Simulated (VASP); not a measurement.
# Si in VASP: further runs

The runs below take Si through single point, with PBE+D3(BJ).

All numbers are computed with VASP 6.6.1; they aren't measurements. Logs are shortened: lines on timing, memory, paths and dates and some standing lists are left out, and cuts for length are marked.

### 1 The cell of the first run

The cell holds a slab with vacuum, 2 atoms: a = 3.693 Å, b = 3.693 Å, c = 28.000 Å, α = 90.00°, β = 90.00°, γ = 120.00°.

### 2 Single point, PBE+D3(BJ) (biaxial strain -0.040, then relaxed in part)

INCAR reads:

```
SYSTEM = Si
PREC = Accurate
ENCUT = 520
EDIFF = 1E-6
ISMEAR = 0
SIGMA = 0.1
LREAL = .False.
LASPH = .True.
NELM = 60
ALGO = Normal
ISIF = 2
LWAVE = .False.
LCHARG = .False.
LDIPOL = .True.
IDIPOL = 3
DIPOL = 0.5 0.5 0.500
GGA = PE
IVDW = 12
NBANDS = 11
```

KPOINTS reads:

```
regular mesh
0
Gamma
  15 15 1
  0 0 0
```

POSCAR reads:

```
Si
1.0
    3.6933142662      0.0000000000      0.0000000000
   -1.8466571331      3.1985039787      0.0000000000
    0.0000000000      0.0000000000     28.0000000000
Si
2
Direct
    0.3333333333      0.6666666667      0.5113455015
    0.6666666667      0.3333333333      0.4886544985
```

Potentials or basis: VASP PAW PBE potentials, release 64 (Si).

Command:

```sh
$ cat potpaw_PBE.64/Si/POTCAR > POTCAR
$ mpirun -np 1 vasp_std > vasp.out
```

OUTCAR:

```text
SYSTEM = Si
   PREC = Accurate
   ENCUT = 520
   EDIFF = 1E-6
   ISMEAR = 0
   LREAL = .False.
   LASPH = .True.
   NELM = 60
   ISIF = 2
   GGA = PE
   IVDW = 12
 IVDW          = 12

 ion  position               nearest neighbor table
   1  0.333  0.667  0.511-   2 2.22   2 2.22   2 2.22
   2  0.667  0.333  0.489-   1 2.22   1 2.22   1 2.22

  LATTYP: Found a hexagonal cell.
 ALAT       =     3.6933142662
 C/A-ratio  =     7.5812665757

  Lattice vectors:

 A1 = (   3.6933142662,   0.0000000000,   0.0000000000)
 A2 = (  -1.8466571331,   3.1985039787,   0.0000000000)
 A3 = (   0.0000000000,   0.0000000000,  28.0000000000)

Analysis of symmetry for initial positions (statically):
=====================================================================
 Subroutine PRICEL returns:
 Original cell was already a primitive cell.

 Routine SETGRP: Setting up the symmetry group for a
 hexagonal supercell.

 Subroutine GETGRP returns: Found 12 space group operations
 (whereof 12 operations were pure point group operations)
 out of a pool of 24 trial point group operations.

The static configuration has the point symmetry D_3d.

Analysis of symmetry for dynamics (positions and initial velocities):
=====================================================================
 Subroutine PRICEL returns:
 Original cell was already a primitive cell.

 Routine SETGRP: Setting up the symmetry group for a
 hexagonal supercell.

 Subroutine GETGRP returns: Found 12 space group operations
 (whereof 12 operations were pure point group operations)
 out of a pool of 24 trial point group operations.

The dynamic configuration has the point symmetry D_3d.

 Subroutine INISYM returns: Found 12 space group operations
 (whereof 12 operations are pure point group operations),
 and found     1 'primitive' translations

----------------------------------------------------------------------------------------

                                     Primitive cell

  volume of cell :     330.7663

  direct lattice vectors                    reciprocal lattice vectors
     3.693314266  0.000000000  0.000000000     0.270759521  0.156323082  0.000000000
    -1.846657133  3.198503979  0.000000000     0.000000000  0.312646164  0.000000000
     0.000000000  0.000000000 28.000000000     0.000000000  0.000000000  0.035714286

  length of vectors
     3.693314266  3.693314266 28.000000000     0.312646164  0.312646164  0.035714286

  position of ions in fractional coordinates (direct lattice)
     0.333333333  0.666666667  0.511345502
     0.666666667  0.333333333  0.488654498

  ion indices of the primitive-cell ions
   primitive index   ion index
                 1           1
                 2           2

----------------------------------------------------------------------------------------

 KPOINTS: regular mesh

Automatic generation of k-mesh.
 Grid dimensions read from file:
 generate k-points for:   15   15    1

 Generating k-lattice:

  Cartesian coordinates                     Fractional coordinates (reciprocal lattice)
     0.018050635  0.010421539  0.000000000     0.066666667  0.000000000  0.000000000
     0.000000000  0.020843078  0.000000000     0.000000000  0.066666667  0.000000000
     0.000000000  0.000000000  0.035714286     0.000000000  0.000000000  1.000000000

  Length of vectors
     0.020843078  0.020843078  0.035714286

  Shift w.r.t. Gamma in fractional coordinates (k-lattice)
     0.000000000  0.000000000  0.000000000

 Subroutine IBZKPT returns following result:
 ===========================================

 Found     27 irreducible k-points:

 Following reciprocal coordinates:
            Coordinates               Weight
  0.000000  0.000000  0.000000      1.000000
  0.066667  0.000000  0.000000      6.000000
  0.133333 -0.000000  0.000000      6.000000
  0.200000 -0.000000  0.000000      6.000000
  0.266667 -0.000000  0.000000      6.000000
  0.333333  0.000000  0.000000      6.000000
[... 16 lines left out ...]
  0.333333  0.200000  0.000000     12.000000
  0.400000  0.200000  0.000000      6.000000
 [... further k-points ...]
   k-points           NKPTS =     27   k-points in BZ     NKDIM =     27   number of bands    NBANDS=     11
   number of dos      NEDOS =    301   number of ions     NIONS =      2
   total plane-waves  NPLWV = 164640
   dimension x,y,z NGX =    28 NGY =   28 NGZ =  210
   dimension x,y,z NGXF=    56 NGYF=   56 NGZF=  420
   ions per type =               2
   NGX,Y,Z   is equivalent  to a cutoff of  12.60, 12.60, 12.47 a.u.
   NGXF,Y,Z  is equivalent  to a cutoff of  25.21, 25.21, 24.94 a.u.
 SYSTEM =  Si
   PREC   = accura    normal or accurate (medium, high low for compatibility)
   ISTART =      0    job   : 0-new  1-cont  2-samecut
   ICHARG =      2    charge: 1-file 2-atom 10-const
   ISPIN  =      1    spin polarized calculation?
   LNONCOLLINEAR =      F non collinear calculations
   LSORBIT =      F    spin-orbit coupling
   LASPH  =      T    aspherical Exc in radial PAW
   ENCUT  =  520.0 eV  38.22 Ry    6.18 a.u.   6.87  6.87 52.06*2*pi/ulx,y,z
   NELM   =     60;   NELMIN=  2; NELMDL= -5     # of ELM steps
   EDIFF  = 0.1E-05   stopping-criterion for ELM
   LREAL  =      F    real-space projection
[... 7 lines left out ...]
   TEBEG  =    0.0;   TEEND  =   0.0 temperature during run
   PSTRESS=    0.0 pullay stress
   NELECT =       8.0000    total number of electrons
   NUPDOWN=      -1.0000    fix difference up-down
   EMIN   =  10.00;   EMAX   =-10.00  energy-range for DOS
   EFERMI =   0.00;   METHOD = LEGACY
   ISMEAR =     0;   SIGMA  =   0.10  broadening in eV -4-tet -1-fermi 0-gaus
   EFERMI_NEDOS =   21; number of points for ismear=-14 and -15
   IALGO  =     38    algorithm
   IMIX   =      4    mixing-type and parameters
     AMIX     =   0.40;   BMIX     =  1.00
     AMIX_MAG =   1.60;   BMIX_MAG =  1.00
  volume/ion in A,a.u.               =     165.38      1116.06
  Fermi-wavevector in a.u.,A,eV,Ry     =   0.473439  0.894671  3.049676  0.224145
  Thomas-Fermi vector in A             =   1.467189
   LORBIT       =      0    0 simple, 1 ext, 2 COOP (PROOUT), +10 PAW based schemes
   GGA     = PE    functional components
   LHFCALC =     F    Hartree Fock is set to
   AEXX    =    0.0000 exact exchange contribution
   IVDW    =    12    specifies the selected vdW correction
   LEPSILON=     F    determine dielectric tensor
   LRPA    =     F    only Hartree local field effects (RPA)
 non-spin polarized calculation
 Gauss-broadening in eV      SIGMA  =   0.10
  energy-cutoff  :      520.00
  volume of cell :      330.77
 maximum number of plane-waves:      8940
 NGX is ok and might be reduce to    28
   NGX = 13   NGY = 13   NGZ =105

 dipolmoment           0.000000      0.000000      0.000000 electrons x Angstroem

 number of electron       8.0000000 magnetization

 dipolmoment           0.000000      0.000000     -0.000000 electrons x Angstroem

 Free energy of the ion-electron system (eV)
  ---------------------------------------------------
  ext. energy  EPLUGINS =         0.00000000
  ---------------------------------------------------
  free energy    TOTEN  =        -9.41871827 eV

  energy without entropy =       -9.41771526  energy(sigma->0) =       -9.41821676

 E-fermi :  -3.2694     XC(G=0):  -1.6225

 val. band max:       -3.2693518149   @ k =   0.3333   0.3333   0.0000
 cond. band min:      -3.2693518117   @ k =   0.3333   0.3333   0.0000
 fundamental gap:      0.0000000032
 Fermi energy:        -3.2693518134

 k-point     1 :       0.0000    0.0000    0.0000
  band No.  band energies     occupation
      1     -14.5179      2.00000
      2      -6.7915      2.00000
      3      -3.7944      2.00000
      4      -3.7944      2.00000
      5      -1.2239      0.00000
      6       0.1939      0.00000
      7       0.3506      0.00000
      8       0.3506      0.00000
      9       0.9606      0.00000
     10       1.2169      0.00000
     11       1.6723      0.00000

 k-point     2 :       0.0667    0.0000    0.0000
  band No.  band energies     occupation
      1     -14.4601      2.00000
      2      -6.7430      2.00000
      3      -4.2223      2.00000
      4      -3.9113      2.00000
      5      -1.1832      0.00000
      6       0.1713      0.00000
      7       0.5730      0.00000
      8       0.6704      0.00000
      9       1.0294      0.00000
     10       1.2803      0.00000
     11       1.7377      0.00000

 k-point     3 :       0.1333   -0.0000    0.0000
  band No.  band energies     occupation
      1     -14.2872      2.00000
      2      -6.6140      2.00000
      3      -5.1482      2.00000
      4      -4.1967      2.00000
      5      -1.0755      0.00000
      6      -0.1801      0.00000
      7       1.1701      0.00000
      8       1.2027      0.00000
      9       1.4605      0.00000
     10       1.6559      0.00000
     11       1.8358      0.00000

 k-point     4 :       0.2000   -0.0000    0.0000
  band No.  band energies     occupation
      1     -14.0017      2.00000
      2      -6.6542      2.00000
      3      -5.9533      2.00000
      4      -4.5385      2.00000
      5      -0.9802      0.00000
      6      -0.5732      0.00000
      7       1.5060      0.00000
      8       1.6401      0.00000
      9       1.8990      0.00000
     10       2.0064      0.00000
     11       2.2496      0.00000
[... 239 lines left out ...]
 k-point    22 :       0.2667    0.2000    0.0000
  band No.  band energies     occupation
      1     -12.4797      2.00000
      2      -9.2035      2.00000
      3      -6.7057      2.00000
      4      -4.7529      2.00000
      5      -1.8719      0.00000
      6       1.1315      0.00000
      7       1.5263      0.00000
      8       1.8884      0.00000
      9       2.8968      0.00000
     10       3.4107      0.00000
     11       3.6531      0.00000

 k-point    23 :       0.3333    0.2000    0.0000
  band No.  band energies     occupation
      1     -11.9182      2.00000
      2      -9.9403      2.00000
      3      -6.9719      2.00000
      4      -4.2344      2.00000
      5      -2.4474      0.00000
      6       1.0539      0.00000
      7       1.2194      0.00000
      8       2.4618      0.00000
      9       3.8372      0.00000
     10       4.1508      0.00000
     11       4.4267      0.00000

 k-point    24 :       0.4000    0.2000    0.0000
  band No.  band energies     occupation
      1     -11.5776      2.00000
      2     -10.3439      2.00000
      3      -7.0582      2.00000
      4      -3.9273      2.00000
      5      -2.7812      0.00000
      6       1.0408      0.00000
      7       1.0919      0.00000
      8       2.9806      0.00000
      9       3.4813      0.00000
     10       4.9699      0.00000
     11       5.1212      0.00000

 [... further k-points ...]

------------------------ aborting loop because EDIFF is reached ----------------------------------------

 vacuum level on the upper side and lower side of the slab       (xc-potential included)        -0.007        -0.007

 Edisp (eV)   -0.41159

 E8    (eV) :    -0.1832

  FORCE on cell =-STRESS in cart. coord.  units (eV):
  Direction    XX          YY          ZZ          XY          YZ          ZX
  --------------------------------------------------------------------------------------
  -------------------------------------------------------------------------------------
  Total       2.80794     2.80794    -0.01417     0.00000     0.00000     0.00000
  in kB      13.60122    13.60122    -0.06864     0.00000     0.00000     0.00000
  external pressure =        9.04 kB  Pullay stress =        0.00 kB

 VOLUME and BASIS-vectors are now :
 -----------------------------------------------------------------------------
  energy-cutoff  :      520.00
  volume of cell :      330.77
      direct lattice vectors                 reciprocal lattice vectors
     3.693314266  0.000000000  0.000000000     0.270759521  0.156323082  0.000000000
    -1.846657133  3.198503979  0.000000000     0.000000000  0.312646164  0.000000000
     0.000000000  0.000000000 28.000000000     0.000000000  0.000000000  0.035714286

 POSITION                                       TOTAL-FORCE (eV/Angst)
 -----------------------------------------------------------------------------------
     -0.00000      2.13234     14.31767        -0.000000      0.000000     -0.015603
      1.84666      1.06617     13.68233         0.000000     -0.000000      0.015603
 -----------------------------------------------------------------------------------
    total drift:                                0.000000     -0.000000      0.000000

  FREE ENERGIE OF THE ION-ELECTRON SYSTEM (eV)
  ---------------------------------------------------
  free  energy   TOTEN  =        -9.8303051561 eV

  energy  without entropy=       -9.8293021524  energy(sigma->0) =       -9.82980365

 vacuum level on the upper side and lower side of the slab         1.233         1.233
```

It took 84 s on 1 thread of AMD EPYC 9R45 (Zen 5), shared host; peak memory 0.4 GiB.

Results:

* Free energy: -9.8303 eV
* Largest force: 0.016 eV/Å
* Band gap on the k mesh: zero (filled and empty bands touch)
* Dispersion energy per atom: -0.206 eV

Forces in eV/Å, atoms in the order of the input:
```
Si   0.000  0.000 -0.016
Si   0.000  0.000  0.016
```

Levels at points of the mesh, in eV from the Fermi level:
```csv
k point,band 2,band 3,band 4,band 5,band 6,band 7
"(0.00, 0.00, 0.00)",-3.52,-0.53,-0.53,2.05,3.46,3.62
```

Caveat: the cell differs from its parent crystal (biaxial strain -0.040, then relaxed in part).

### 3 Single point, PBE+D3(BJ) (biaxial strain -0.020, then relaxed in part)

INCAR reads:

```
SYSTEM = Si
PREC = Accurate
ENCUT = 520
EDIFF = 1E-6
ISMEAR = 0
SIGMA = 0.1
LREAL = .FALSE.
LASPH = .TRUE.
NELM = 60
ALGO = Normal
ISIF = 2
LWAVE = .FALSE.
LCHARG = .FALSE.
LDIPOL = .TRUE.
IDIPOL = 3
DIPOL = 0.5 0.5 0.500
GGA = PE
IVDW = 12
NBANDS = 11
```

KPOINTS reads:

```
Automatic mesh
0
G
  15 15 1
  0 0 0
```

POSCAR reads:

```
Si
1.0
    3.7702583134      0.0000000000      0.0000000000
   -1.8851291567      3.2651394782      0.0000000000
    0.0000000000      0.0000000000     28.0000000000
Si
2
Direct
    0.3333333333      0.6666666667      0.5098933559
    0.6666666667      0.3333333333      0.4901066441
```

Potentials or basis: VASP PAW PBE potentials, release 64 (Si).

Command:

```sh
$ cat potpaw_PBE.64/Si/POTCAR > POTCAR
$ mpirun -np 1 vasp_std > vasp.out
```

Run time: 90 s. Hardware: 1 thread of AMD EPYC 9R45 (Zen 5), shared host; peak memory 0.41 GiB.

The run converged. Its results:

- Free energy: -9.9187 eV
- Largest force: 0.011 eV/Å
- Band gap on the k mesh: zero (filled and empty bands touch)
- Dispersion energy per atom: -0.198 eV

Forces on the atoms (eV/Å):
```
Si   0.000  0.000 -0.011
Si   0.000  0.000  0.011
```

Levels at points of the mesh, in eV from the Fermi level:
```
           k point  band 2  band 3  band 4  band 5  band 6  band 7
(0.00, 0.00, 0.00)   -3.36   -0.89   -0.89    2.30    2.75    3.31
```

Caveat: the cell differs from its parent crystal (biaxial strain -0.020, then relaxed in part).

(Continued in part 2 of 2.)
